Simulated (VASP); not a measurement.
Set up this calculation in VASP 6.6.1, as the native input.

| Property | Result |
| --- | --- |
| Task | single point |
| Functional | r2SCAN |
| Potentials or basis | VASP PAW PBE potentials, release 64 (Hf_pv) |
| Cutoff | 520 eV |
| k mesh | 10 × 10 × 5 |
| Occupations | fermi-dirac, width 0.05 eV |
| Spin | no spin polarisation |
| Dipole correction | no |
| Further INCAR settings | ALGO = Normal; EDIFF = 1e-06; NBANDS = 17 |

Hf:

```
CELL_PARAMETERS angstrom
3.15350 0.00000 0.00000
-1.57675 2.73101 0.00000
0.00000 0.00000 4.98944
ATOMIC_POSITIONS crystal
Hf 0.66667 0.33333 0.75000
Hf 0.33333 0.66667 0.25000
```

These files were run (other wordings do the same):

POSCAR

```
Hf
1.0
    3.1534960552      0.0000000000      0.0000000000
   -1.5767480276      2.7310076946      0.0000000000
    0.0000000000      0.0000000000      4.9894429718
Hf
2
Direct
    0.6666666667      0.3333333333      0.7500000000
    0.3333333333      0.6666666667      0.2500000000
```

INCAR.step1

```
SYSTEM = Hf
  PREC = Accurate
  ENCUT = 520
  ISMEAR = -1
  SIGMA = 0.05
  LREAL = .FALSE.
  LASPH = .TRUE.
  NELM = 60
  NBANDS = 17
  GGA = PE
  ALGO = Normal
  EDIFF = 1E-4
  LWAVE = .TRUE.
  LCHARG = .FALSE.
```

INCAR.step2

```
SYSTEM = Hf
  PREC = Accurate
  ENCUT = 520
  EDIFF = 1E-6
  ISMEAR = -1
  SIGMA = 0.05
  LREAL = .FALSE.
  LASPH = .TRUE.
  NELM = 60
  ALGO = Normal
  ISIF = 2
  LWAVE = .FALSE.
  LCHARG = .TRUE.
  METAGGA = R2SCAN
  LMIXTAU = .TRUE.
  LELF = .TRUE.
  LVHAR = .TRUE.
  NBANDS = 17
  ISTART = 1
```

KPOINTS

```
regular mesh
0
G
  10 10 5
  0 0 0
```

Potentials or basis: VASP PAW PBE potentials, release 64 (Hf_pv).

Launch:

```bash
$ cat potpaw_PBE.64/Hf_pv/POTCAR > POTCAR
$ cp INCAR.step1 INCAR
$ mpirun -np 1 vasp_std > vasp.out
$ cp INCAR.step2 INCAR
$ mpirun -np 1 vasp_std > vasp.out
```

It gave:

- Pressure: 3.9 GPa
- Band gap on the k mesh: zero (band 10 reaches 6.46 eV, above the bottom of band 11 at 4.73 eV)

Caveat: the PAW data sets were made with another functional, which shifts forces and pressure a little; spin-orbit coupling is left out, which moves the levels of the heavy elements.

It took 60 s on 1 thread of AMD EPYC 9R45 96-Core Processor (Zen 5), with other jobs on the host, peak memory 0.15 GiB.
